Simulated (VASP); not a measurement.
Runs of VASP 6.6.1 on CdSe. The structure is that of space group Pmmm (No. 47), or close to it. The cells are those of the table. 

```csv
task,cell,k mesh,cutoff (eV),gap on the mesh (eV),pressure (GPa),largest force (eV/Å)
single point,"a = 4.095, b = 4.360, c = 10.339 Å, 6 atoms",4 × 4 × 2,520,none,0.3,0.02
relaxation of cell and atoms,"relaxed from a = 3.789, b = 4.277, c = 9.882 Å, 6 atoms",4 × 4 × 2,600,none,-0.1,0.04
single point,"a = 3.789, b = 4.277, c = 9.882 Å, 6 atoms",4 × 4 × 2,520,none,(a),0.42
single point,"a = 4.079, b = 4.358, c = 10.339 Å, 6 atoms",10 × 10 × 4,520,none,0.3,-
```

Alike in all rows: level PBE; potentials or basis VASP PAW PBE potentials, release 64 (Cd, Se); no spin polarisation; smearing gaussian 0.1 eV.

Question: Fill in the values left out.

Answer: (a) 9.4.

Caveats: some runs use coarse meshes.

A k mesh can miss the band edges, and the runs leave out spin-orbit coupling on Cd, Se.

A gap of «none» marks levels without a gap at the run's occupations.
